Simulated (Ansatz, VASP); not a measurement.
# One calculation of ZrC, two programs

```
Zr C
1.0
     3.18205    0.00000    0.00000
     0.00000    3.18205    0.00000
     0.00000    0.00000    4.03004
Zr C
1 1
Cartesian
  1.5910 1.5910 0.0000
  0.0000 0.0000 0.0000
```

Alike in both runs: task single point; functional PBE; k mesh 6 × 6 × 4; occupations gaussian, width 0.1 eV; collinear spin.

```csv
,VASP,Ansatz
version,VASP 6.6.1,Ansatz 0.2.0
potentials or method,"VASP PAW PBE potentials, release 64 (Zr_sv, C), cutoff 520 eV","scalar-relativistic, plane waves, PAW"
valence electrons in the cell,16,16
```

```tsv
	VASP	Ansatz	Ansatz less VASP
gap on the k mesh at the Fermi level (eV)	none	none	-
pressure (GPa)	0.1	0.0	-0.12
traceless stress, the component that is largest in VASP (GPa)	0.49	0.71	+0.221
net moment per atom (μB)	0.00	0.00	-0.002
```

A gap of «none» marks a metal or a gap that the smearing closes. The functional is the same, so the differences come from potentials, cutoffs and numerics. Ansatz's warnings: seeded moment not kept.

The k mesh is coarse, so the values compare programs but aren't converged.
